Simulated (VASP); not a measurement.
Here is a VASP 6.6.1 calculation.

The input POSCAR:

```
MoS2
1.0
    3.2541429716      0.0000000000      0.0000000000
   -1.6270709817      2.8181697955      0.0000000000
    0.0000000000      0.0000000000      6.2712899739
Mo S
1 2
Direct
    0.0000000000      0.0000000000      0.5000000000
    0.3333333333      0.6666666667      0.2578236638
    0.6666666667      0.3333333333      0.7421763362
```

File INCAR.step1:

```
ALGO = Normal
EDIFF = 1E-4
ENCUT = 520
GGA = PE
ISMEAR = 0
LASPH = T
LCHARG = F
LREAL = F
LWAVE = T
NBANDS = 20
NELM = 100
PREC = Accurate
SIGMA = 0.1
```

The input INCAR.step2:

```
ALGO = Normal
EDIFF = 1E-6
ENCUT = 520
ISIF = 2
ISMEAR = 0
ISTART = 1
LASPH = T
LCHARG = T
LELF = T
LMIXTAU = T
LREAL = F
LVHAR = T
LWAVE = F
METAGGA = R2SCAN
NBANDS = 20
NELM = 100
PREC = Accurate
SIGMA = 0.1
```

Contents of KPOINTS:

```
k-points
0
Gamma
  4 4 2
```

Potentials or basis: VASP PAW PBE potentials, release 64 (Mo_sv, S).

The run is started by

```bash
$ cat potpaw_PBE.64/Mo_sv/POTCAR potpaw_PBE.64/S/POTCAR > POTCAR
$ cp INCAR.step1 INCAR
$ mpirun -np 1 vasp_std > vasp.out
$ cp INCAR.step2 INCAR
$ mpirun -np 1 vasp_std > vasp.out
```

Task: Estimate the band gap on the k mesh.

Result: Zero (band 13 reaches 6.66 eV, above the bottom of band 14 at 6.14 eV).

Task: Estimate the largest force.

Result: 0.017 eV/Å.

Forces in eV/Å, atoms in the order of the input:
```
Mo   0.000  0.000  0.000
S    0.000  0.000  0.017
S    0.000  0.000 -0.017
```

Caveat: the k points lie up to 0.56 Å⁻¹ apart; the PAW data sets were made with another functional, which shifts forces and pressure a little.
